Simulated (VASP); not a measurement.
Input of a VASP 6.6.1 run:

The input INCAR:

```
SYSTEM = Cu
PREC     = Accurate       ! precision mode
ENCUT    = 520            ! plane-wave cutoff, eV
EDIFF    = 1E-6           ! SCF threshold, eV
ISMEAR   = -1             ! smearing method
SIGMA    = 0.15           ! smearing width, eV
LREAL    = .FALSE.        ! projectors in reciprocal space
LASPH    = .TRUE.         ! aspherical terms in the spheres
NELM     = 80             ! most SCF steps
ALGO     = Normal         ! electronic algorithm
ISIF     = 2              ! what is computed and relaxed
LWAVE    = .FALSE.        ! write WAVECAR
LCHARG   = .TRUE.         ! write CHGCAR
GGA      = PE             ! functional
LELF     = .TRUE.         ! ELF
LVHAR    = .TRUE.       
NBANDS   = 12             ! bands
```

Contents of KPOINTS:

```
Automatic mesh
0
G
  14 14 14
  0 0 0
```

File POSCAR:

```
Cu
1.0
    0.0000000000      1.8075000000      1.8075000000
    1.8075000000      0.0000000000      1.8075000000
    1.8075000000      1.8075000000      0.0000000000
Cu
1
Direct
    0.0000000000      0.0000000000      0.0000000000
```

Potentials or basis: VASP PAW PBE potentials, release 64 (Cu).

Command:

```console
$ cat potpaw_PBE.64/Cu/POTCAR > POTCAR
$ mpirun -np 1 vasp_std > vasp.out
```

Q: What does it give for the pressure?

A: 2.4 GPa.
